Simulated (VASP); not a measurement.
Input of a VASP 6.6.1 run:

INCAR

```
SYSTEM = WS2
PREC = Accurate ; ENCUT = 520
EDIFF = 1E-7 ; ISMEAR = 0
SIGMA = 0.05 ; LREAL = .FALSE.
LASPH = .TRUE. ; NELM = 100
ALGO = Normal ; ISIF = 2
LWAVE = .FALSE. ; LCHARG = .FALSE.
GGA = PS ; NBANDS = 20
```

File KPOINTS:

```
Automatic mesh
0
G
  12 12 12
  0 0 0
```

The input POSCAR:

```
WS2
1.0
    1.6421603996      0.9481017488      5.6702636000
   -1.6421603996      0.9481017488      5.6702636000
    0.0000000000     -1.8962034976      5.6702636000
W S
1 2
Direct
    0.0000000000      0.0000000000      0.0000000000
    0.7503000000      0.7503000000      0.7503000000
    0.5810000000      0.5810000000      0.5810000000
```

Potentials or basis: VASP PAW PBE potentials, release 64 (W_sv, S).

Command:

```sh
$ cat potpaw_PBE.64/W_sv/POTCAR potpaw_PBE.64/S/POTCAR > POTCAR
$ mpirun -np 1 vasp_std > vasp.out
```

Q: Predict the largest force.

A: 1.885 eV/Å.

Q: Predict the pressure.

A: 1.7 GPa.

Q: What does it give for the band gap on the k mesh?

A: Zero (bands 13 and 14 overlap by 0.33 eV).

Stress tensor (GPa, compression positive):
```
-5.60  0.00  0.00
 0.00 -5.60  0.00
 0.00  0.00 16.23
```

Caveat: the cell differs from its parent crystal (strain +0.040 along x and y, -0.080 along z); the stress differs along the axes, from -6 to 16 GPa; the PAW data sets were made with another functional, which shifts forces and pressure a little; spin-orbit coupling is left out, which moves the levels of the heavy elements.
